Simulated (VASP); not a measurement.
# BaTiO3 (P4mm) in VASP: single point with PBE

Aim: the single point of BaTiO3 with PBE.

All numbers are computed with VASP 6.6.1; they aren't measurements. Logs are shortened: lines on timing, memory, paths and dates and some standing lists are left out, and cuts for length are marked.

**1. The cell of the first run**

It takes space group P4mm (No. 99, tetragonal). The conventional cell has a = 4.019 Å, b = 4.019 Å, c = 4.019 Å, α = 90.00°, β = 90.00°, γ = 90.00°. Ba (site symmetry 4mm) has 12 O at 2.84 to 2.85 Å and 8 Ti at 3.48 Å within 3.7 Å. Within 2.4 Å of Ti (site symmetry 4mm) lie 6 O at 1.81 to 2.21 Å. O (site symmetry 4mm) has 2 Ti at 1.81 to 2.21 Å within 2.4 Å. O (site symmetry 2mm) has 2 Ti at 2.01 Å and 8 O at 2.70 to 2.99 Å and 4 Ba at 2.84 Å within 3.0 Å.

**2. Single point, PBE (atom 3 (O) moved by (+0.000, -0.200) A along [1 1 0] and z)**

Contents of INCAR:

```
SYSTEM = BaTiO3
PREC     = Accurate       ! precision mode
ENCUT    = 1340           ! plane-wave cutoff, eV
EDIFF    = 1E-6           ! SCF threshold, eV
ISMEAR   = 0              ! smearing method
SIGMA    = 0.05           ! smearing width, eV
LREAL    = .FALSE.        ! projectors in reciprocal space
LASPH    = .TRUE.         ! aspherical terms in the spheres
NELM     = 120            ! most SCF steps
ALGO     = Normal         ! electronic algorithm
ISIF     = 2              ! what is computed and relaxed
LWAVE    = .FALSE.        ! write WAVECAR
LCHARG   = .FALSE.        ! write CHGCAR
GGA      = PE             ! functional
NBANDS   = 28             ! bands
GGA_COMPAT= .FALSE.
```

Contents of KPOINTS:

```
Automatic mesh
0
G
  8 8 8
  0 0 0
```

Contents of POSCAR:

```
BaTiO3
1.0
    4.0192318615      0.0000000000      0.0000000000
    0.0000000000      4.0192318615      0.0000000000
    0.0000000000      0.0000000000      4.0192813204
Ba Ti O
1 1 3
Direct
    0.0000000000      0.0000000000      0.0000000000
    0.5000000000      0.5000000000      0.5000000000
    0.5000000000      0.5000000000     -0.0497601397
    0.5000000000      0.0000000000      0.5000000000
    0.0000000000      0.5000000000      0.5000000000
```

Potentials or basis: VASP PAW PBE potentials, release 64 (Ba_sv, Ti_sv, O_h).

Started as:

```sh
$ cat potpaw_PBE.64/Ba_sv/POTCAR potpaw_PBE.64/Ti_sv/POTCAR potpaw_PBE.64/O_h/POTCAR > POTCAR
$ mpirun -np 1 vasp_std > vasp.out
```

OUTCAR:

```text
SYSTEM = BaTiO3
   PREC = Accurate
   ENCUT = 1340
   EDIFF = 1E-6
   ISMEAR = 0
   LREAL = .FALSE.
   LASPH = .TRUE.
   NELM = 120
   ISIF = 2
   GGA = PE

 ion  position               nearest neighbor table
   1  0.000  0.000  0.000-   4 2.84   5 2.84   4 2.84   5 2.84   5 2.84   5 2.84   4 2.84   4 2.84
                             3 2.85   3 2.85   3 2.85   3 2.85   2 3.48   2 3.48   2 3.48   2 3.48
   2  0.500  0.500  0.500-   3 1.81   4 2.01   5 2.01   4 2.01   5 2.01   3 2.21   1 3.48   1 3.48
                             1 3.48   1 3.48   1 3.48   1 3.48   1 3.48   1 3.48
   3  0.500  0.500  0.950-   2 1.81   2 2.21   1 2.85   1 2.85   1 2.85   1 2.85
   4  0.500  0.000  0.500-   2 2.01   2 2.01   1 2.84   1 2.84   1 2.84   1 2.84
   5  0.000  0.500  0.500-   2 2.01   2 2.01   1 2.84   1 2.84   1 2.84   1 2.84

  LATTYP: Found a simple tetragonal cell.
 ALAT       =     4.0192318615
 C/A-ratio  =     1.0000123056

  Lattice vectors:

 A1 = (   4.0192318615,   0.0000000000,   0.0000000000)
 A2 = (   0.0000000000,   4.0192318615,   0.0000000000)
 A3 = (   0.0000000000,   0.0000000000,   4.0192813204)

Analysis of symmetry for initial positions (statically):
=====================================================================
 Subroutine PRICEL returns:
 Original cell was already a primitive cell.

 Routine SETGRP: Setting up the symmetry group for a
 simple tetragonal supercell.

 Subroutine GETGRP returns: Found  8 space group operations
 (whereof  8 operations were pure point group operations)
 out of a pool of 16 trial point group operations.

The static configuration has the point symmetry C_4v.

Analysis of symmetry for dynamics (positions and initial velocities):
=====================================================================
 Subroutine PRICEL returns:
 Original cell was already a primitive cell.

 Routine SETGRP: Setting up the symmetry group for a
 simple tetragonal supercell.

 Subroutine GETGRP returns: Found  8 space group operations
 (whereof  8 operations were pure point group operations)
 out of a pool of 16 trial point group operations.

The dynamic configuration has the point symmetry C_4v.

 Subroutine INISYM returns: Found  8 space group operations
 (whereof  8 operations are pure point group operations),
 and found     1 'primitive' translations

----------------------------------------------------------------------------------------

                                     Primitive cell

  volume of cell :      64.9284

  direct lattice vectors                    reciprocal lattice vectors
     4.019231861  0.000000000  0.000000000     0.248803760  0.000000000  0.000000000
     0.000000000  4.019231861  0.000000000     0.000000000  0.248803760  0.000000000
     0.000000000  0.000000000  4.019281320     0.000000000  0.000000000  0.248800699

  length of vectors
     4.019231861  4.019231861  4.019281320     0.248803760  0.248803760  0.248800699

  position of ions in fractional coordinates (direct lattice)
     0.000000000  0.000000000  0.000000000
     0.500000000  0.500000000  0.500000000
     0.500000000  0.500000000  0.950239860
     0.500000000  0.000000000  0.500000000
     0.000000000  0.500000000  0.500000000

  ion indices of the primitive-cell ions
   primitive index   ion index
                 1           1
                 2           2
                 3           3
                 4           4
                 5           5

----------------------------------------------------------------------------------------

 KPOINTS: Automatic mesh

Automatic generation of k-mesh.
 Grid dimensions read from file:
 generate k-points for:    8    8    8

 Generating k-lattice:

  Cartesian coordinates                     Fractional coordinates (reciprocal lattice)
     0.031100470  0.000000000  0.000000000     0.125000000  0.000000000  0.000000000
     0.000000000  0.031100470  0.000000000     0.000000000  0.125000000  0.000000000
     0.000000000  0.000000000  0.031100087     0.000000000  0.000000000  0.125000000

  Length of vectors
     0.031100470  0.031100470  0.031100087

  Shift w.r.t. Gamma in fractional coordinates (k-lattice)
     0.000000000  0.000000000  0.000000000

 Subroutine IBZKPT returns following result:
 ===========================================

 Found     75 irreducible k-points:

 Following reciprocal coordinates:
            Coordinates               Weight
  0.000000  0.000000  0.000000      1.000000
  0.125000  0.000000  0.000000      4.000000
  0.250000  0.000000  0.000000      4.000000
  0.375000  0.000000  0.000000      4.000000
  0.500000  0.000000  0.000000      2.000000
  0.125000  0.125000  0.000000      4.000000
[... 16 lines left out ...]
  0.375000  0.125000  0.125000     16.000000
  0.500000  0.125000  0.125000      8.000000
 [... further k-points ...]
   k-points           NKPTS =     75   k-points in BZ     NKDIM =     75   number of bands    NBANDS=     28
   number of dos      NEDOS =    301   number of ions     NIONS =      5
   total plane-waves  NPLWV = 110592
   dimension x,y,z NGX =    48 NGY =   48 NGZ =   48
   dimension x,y,z NGXF=    96 NGYF=   96 NGZF=   96
   ions per type =               1   1   3
   NGX,Y,Z   is equivalent  to a cutoff of  19.85, 19.85, 19.85 a.u.
   NGXF,Y,Z  is equivalent  to a cutoff of  39.71, 39.71, 39.71 a.u.
 SYSTEM =  BaTiO3
   PREC   = accura    normal or accurate (medium, high low for compatibility)
   ISTART =      0    job   : 0-new  1-cont  2-samecut
   ICHARG =      2    charge: 1-file 2-atom 10-const
   ISPIN  =      1    spin polarized calculation?
   LNONCOLLINEAR =      F non collinear calculations
   LSORBIT =      F    spin-orbit coupling
   LASPH  =      T    aspherical Exc in radial PAW
   ENCUT  = 1340.0 eV  98.49 Ry    9.92 a.u.  12.00 12.00 12.00*2*pi/ulx,y,z
   NELM   =    120;   NELMIN=  2; NELMDL= -5     # of ELM steps
   EDIFF  = 0.1E-05   stopping-criterion for ELM
   LREAL  =      F    real-space projection
   EDIFFG = 0.1E-04   stopping-criterion for IOM
   NSW    =      0    number of steps for IOM
   IBRION =     -1    ionic relax: 0-MD 1-quasi-New 2-CG
   NFREE  =      0    steps in history (QN), initial steepest desc. (CG)
   ISIF   =      2    stress and relaxation
   ISYM   =      2    0-nonsym 1-usesym 2-fastsym
   POTIM  = 0.5000    time-step for ionic-motion
   TEBEG  =    0.0;   TEEND  =   0.0 temperature during run
   PSTRESS=    0.0 pullay stress
   NELECT =      40.0000    total number of electrons
   NUPDOWN=      -1.0000    fix difference up-down
   EMIN   =  10.00;   EMAX   =-10.00  energy-range for DOS
   EFERMI =   0.00;   METHOD = LEGACY
   ISMEAR =     0;   SIGMA  =   0.05  broadening in eV -4-tet -1-fermi 0-gaus
   EFERMI_NEDOS =   21; number of points for ismear=-14 and -15
   IALGO  =     38    algorithm
   IMIX   =      4    mixing-type and parameters
     AMIX     =   0.40;   BMIX     =  1.00
     AMIX_MAG =   1.60;   BMIX_MAG =  1.00
  volume/ion in A,a.u.               =      12.99        87.63
  Fermi-wavevector in a.u.,A,eV,Ry     =   1.392996  2.632381 26.401274  1.940439
  Thomas-Fermi vector in A             =   2.516685
   LORBIT       =      0    0 simple, 1 ext, 2 COOP (PROOUT), +10 PAW based schemes
   GGA     = PE    functional components
   LHFCALC =     F    Hartree Fock is set to
   AEXX    =    0.0000 exact exchange contribution
   IVDW    =     0    specifies the selected vdW correction
   LEPSILON=     F    determine dielectric tensor
   LRPA    =     F    only Hartree local field effects (RPA)
 non-spin polarized calculation
 Gauss-broadening in eV      SIGMA  =   0.05
  energy-cutoff  :     1340.00
  volume of cell :       64.93
 maximum number of plane-waves:      7264
 NGX is ok and might be reduce to    48
   NGX = 23   NGY = 23   NGZ = 23

 number of electron      39.9999999 magnetization

 Free energy of the ion-electron system (eV)
  ---------------------------------------------------
  ext. energy  EPLUGINS =         0.00000000
  ---------------------------------------------------
  free energy    TOTEN  =       -39.88756975 eV

  energy without entropy =      -39.88756975  energy(sigma->0) =      -39.88756975

 E-fermi :   4.5816     XC(G=0): -11.1815

 val. band max:        4.1817033628   @ k =   0.5000   0.5000   0.5000
 cond. band min:       5.9735190118   @ k =   0.0000   0.0000   0.0000
 fundamental gap:      1.7918156490
 Fermi energy:         4.5815749058

 k-point     1 :       0.0000    0.0000    0.0000
  band No.  band energies     occupation
      1     -52.3880      2.00000
      2     -28.7052      2.00000
      3     -28.5883      2.00000
      4     -28.5883      2.00000
      5     -20.7938      2.00000
      6     -12.7737      2.00000
[... 20 lines left out ...]
     27       9.1417      0.00000
     28      11.2870      0.00000

 k-point     2 :       0.1250    0.0000    0.0000
  band No.  band energies     occupation
      1     -52.3879      2.00000
      2     -28.7049      2.00000
      3     -28.5957      2.00000
      4     -28.5880      2.00000
      5     -20.7780      2.00000
      6     -12.7884      2.00000
[... 20 lines left out ...]
     27       9.4337      0.00000
     28      11.6586      0.00000

 k-point     3 :       0.2500    0.0000    0.0000
  band No.  band energies     occupation
      1     -52.3875      2.00000
      2     -28.7042      2.00000
      3     -28.6134      2.00000
      4     -28.5874      2.00000
      5     -20.7393      2.00000
      6     -12.8573      2.00000
[... 20 lines left out ...]
     27      10.2084      0.00000
     28      12.3891      0.00000

 k-point     4 :       0.3750    0.0000    0.0000
  band No.  band energies     occupation
      1     -52.3872      2.00000
      2     -28.7035      2.00000
      3     -28.6310      2.00000
      4     -28.5867      2.00000
      5     -20.7000      2.00000
      6     -12.9560      2.00000
[... 578 lines left out ...]
     27      10.6770      0.00000
     28      12.2943      0.00000

 k-point    23 :       0.3750    0.1250    0.1250
  band No.  band energies     occupation
      1     -52.3869      2.00000
      2     -28.7105      2.00000
      3     -28.6302      2.00000
      4     -28.5936      2.00000
      5     -20.6780      2.00000
      6     -12.8314      2.00000
[... 20 lines left out ...]
     27      11.5659      0.00000
     28      12.6709      0.00000

 k-point    24 :       0.5000    0.1250    0.1250
  band No.  band energies     occupation
      1     -52.3868      2.00000
      2     -28.7102      2.00000
      3     -28.6374      2.00000
      4     -28.5933      2.00000
      5     -20.6631      2.00000
      6     -12.8631      2.00000
[... 20 lines left out ...]
     27      11.9385      0.00000
     28      12.8040      0.00000

 [... further k-points ...]

------------------------ aborting loop because EDIFF is reached ----------------------------------------

  FORCE on cell =-STRESS in cart. coord.  units (eV):
  Direction    XX          YY          ZZ          XY          YZ          ZX
  --------------------------------------------------------------------------------------
  -------------------------------------------------------------------------------------
  Total        1.1927280      1.1927280      2.9877061      0.0000000      0.0000000      0.0000000
  in kB       29.4318450     29.4318450     73.7248547      0.0000000      0.0000000      0.0000000
  external PRESSURE =      44.1961816 kB  Pullay stress =       0.0000000 kB

 VOLUME and BASIS-vectors are now :
 -----------------------------------------------------------------------------
  energy-cutoff  :     1340.00
  volume of cell :       64.93
      direct lattice vectors                 reciprocal lattice vectors
     4.019231861  0.000000000  0.000000000     0.248803760  0.000000000  0.000000000
     0.000000000  4.019231861  0.000000000     0.000000000  0.248803760  0.000000000
     0.000000000  0.000000000  4.019281320     0.000000000  0.000000000  0.248800699

 POSITION                                       TOTAL-FORCE (eV/Angst)
 -----------------------------------------------------------------------------------
      0.00000      0.00000      0.00000         0.000000     -0.000000     -0.223260
      2.00962      2.00962      2.00964         0.000000     -0.000000      0.414144
      2.00962      2.00962      3.81928         0.000000      0.000000      1.537699
      2.00962      0.00000      2.00964         0.000000     -0.000000     -0.864291
      0.00000      2.00962      2.00964         0.000000     -0.000000     -0.864291
 -----------------------------------------------------------------------------------
    total drift:                                0.000000     -0.000000     -0.000352

  FREE ENERGIE OF THE ION-ELECTRON SYSTEM (eV)
  ---------------------------------------------------
  free  energy   TOTEN  =       -39.8875697500 eV

  energy  without entropy=      -39.8875697500  energy(sigma->0) =      -39.88756975
```

Wall time 5.1 min (1 thread of Intel Xeon Platinum 8488C (Sapphire Rapids), shared host); peak memory 0.72 GiB.

What came out:

```
Free energy            : -39.8876 eV
Pressure               : 4.4 GPa
Largest force          : 1.538 eV/Å
Band gap on the k mesh : 1.79 eV (least direct gap 2.09 eV)
```

Forces on the atoms (eV/Å):
```
Ba   0.000  0.000 -0.223
Ti   0.000  0.000  0.414
O    0.000  0.000  1.538
O    0.000  0.000 -0.864
O    0.000  0.000 -0.864
```

Stress tensor (GPa, compression positive):
```
2.94 0.00 0.00
0.00 2.94 0.00
0.00 0.00 7.37
```

Levels at points of the mesh, in eV from the valence-band top:
```csv
k point,band 16,band 17,band 18,band 19,band 20,band 21,band 22,band 23,band 24,band 25
"(0.00, 0.00, 0.00)",-1.32,-1.09,-0.41,-0.30,-0.30,1.79,2.04,2.04,3.93,4.16
"(0.50, 0.00, 0.00)",-1.92,-1.81,-1.48,-0.97,-0.90,2.09,3.49,3.51,4.07,5.89
"(0.50, 0.50, 0.00)",-2.87,-1.91,-1.01,-1.01,-0.09,3.57,3.57,3.92,4.77,7.63
"(0.00, 0.00, 0.50)",-2.08,-1.95,-1.92,-0.70,-0.70,1.96,3.59,3.59,3.93,6.08
"(0.50, 0.00, 0.50)",-2.65,-1.68,-0.90,-0.89,-0.20,3.51,3.60,3.97,4.78,7.61
"(0.50, 0.50, 0.50)",-2.64,-2.42,-0.12,-0.12,0.00,4.17,4.21,4.21,6.45,6.64
```

Caveat: the cell differs from its parent crystal (atom 3 (O) moved by (+0.000, -0.200) A along [1 1 0] and z); the cell stands under pressure; spin-orbit coupling is left out, which moves the levels of the heavy elements; forces of over 1 eV/Å act on the atoms, so gaps and moduli don't describe the material at rest.
